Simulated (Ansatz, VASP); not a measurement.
One calculation of Li5NbO5, two programs

```
Li Nb O
1.0
     4.82389   -2.00466    0.00237
     4.82395    2.00482    0.00231
    -1.86130   -0.00011    5.46747
Li Nb O
5 1 5
Direct
  0.71130 0.71105 0.34324
  0.69068 0.69039 0.86196
  0.99780 0.00212 0.50003
  0.30963 0.30935 0.13801
  0.28895 0.28868 0.65674
  0.00530 0.99472 0.00002
  0.85283 0.85433 0.17372
  0.84115 0.84350 0.68171
  0.50017 0.49983 0.00002
  0.15650 0.15887 0.31829
  0.14568 0.14715 0.82627
```

Change from the starting cell: all atoms moved at random, sigma 0.1 Å a component; relaxed back.

Alike in both runs: functional PBEsol; k mesh 6 × 6 × 4; occupations gaussian, width 0.05 eV; no spin polarisation.

Ansatz relaxed the structure, and its values are those at the end. VASP's run is a single point on that final structure, the one shown.

|  | VASP | Ansatz |
| --- | --- | --- |
| version | VASP 6.6.1 | Ansatz 0.2.0 |
| potentials or method | VASP PAW PBE potentials, release 64 (Li_sv, Nb_sv, O), cutoff 520 eV | scalar-relativistic, plane waves, PAW |
| valence electrons in the cell | 58 | 58 |

|  | VASP | Ansatz | Ansatz less VASP |
| --- | --- | --- | --- |
| gap on the k mesh at the Fermi level (eV) | 3.19 | 3.20 | +0.017 |
| least direct gap on the mesh (eV) | 3.22 | 3.24 | +0.014 |
| rms of the force components (eV/Å) | 0.011 | 0.002 | -0.0094 |

VASP's potentials were made for PBE, not for PBEsol.

Noted on VASP's run: the cutoff is short for stress, so the pressure is rough.
